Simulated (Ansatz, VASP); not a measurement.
**Yb in VASP and in Ansatz**

INCAR

```
SYSTEM = Yb
ALGO = Normal ; EDIFF = 1E-6
ENCUT = 520 ; GGA = PE
ISIF = 2 ; ISMEAR = -1
LASPH = .TRUE. ; LCHARG = .TRUE.
LELF = .TRUE. ; LREAL = .FALSE.
LVHAR = .TRUE. ; LWAVE = .FALSE.
NBANDS = 31 ; NELM = 80
PREC = Accurate ; SIGMA = 0.1
```

Contents of KPOINTS:

```
k-points
0
G
  7 7 7
  0 0 0
```

File POSCAR:

```
Yb
1.0
    0.0000000000      4.4340021242      4.4340021242
    4.4340021242      0.0000000000      4.4340021242
    4.4340021242      4.4340021242      0.0000000000
Yb
2
Direct
    0.1250000000      0.1250000000      0.1250000000
    0.8750000000      0.8750000000      0.8750000000
```

Input for Ansatz:

```yaml
crystal:
  lattice:
    - [0.0, 4.4340021242, 4.4340021242]
    - [4.4340021242, 0.0, 4.4340021242]
    - [4.4340021242, 4.4340021242, 0.0]
  atoms:
    - { symbol: Yb, position: [0.125, 0.125, 0.125] }
    - { symbol: Yb, position: [0.875, 0.875, 0.875] }
hamiltonian:
  xc: pbe
  pseudopotentials:
    kind: paw
    azcp:
      Yb: "pseudopotentials/Yb.paw.azcp"
basis:
  ecutwfc: 420
  fft_grid_basis: typed
kpoints:
  mp_grid: { grid: [7, 7, 7], shift: [0, 0, 0] }
magnetization:
  spin_polarized: false
scf:
  occupations: { method: fermi_dirac, width: 0.1 }
  lower_state_search: "off"
output:
  stress: true
  write_density: true
  write_potential: true
  elf: true
  volumetric_format: npy
```

Alike in both runs: task single point; functional PBE; k mesh 7 × 7 × 7; occupations fermi-dirac, width 0.1 eV; no spin polarisation.

|  | VASP | Ansatz |
| --- | --- | --- |
| version | VASP 6.6.1 | Ansatz 0.2.0 |
| potentials or method | VASP PAW PBE potentials, release 64 (Yb), cutoff 520 eV | plane waves (420 eV) with PAW, scalar-relativistic |
| valence electrons in the cell | 48 | 48 |

|  | VASP | Ansatz | Ansatz less VASP |
| --- | --- | --- | --- |
| pressure (GPa) | -0.3 | -0.2 | +0.09 |

Spin-orbit coupling is off throughout.
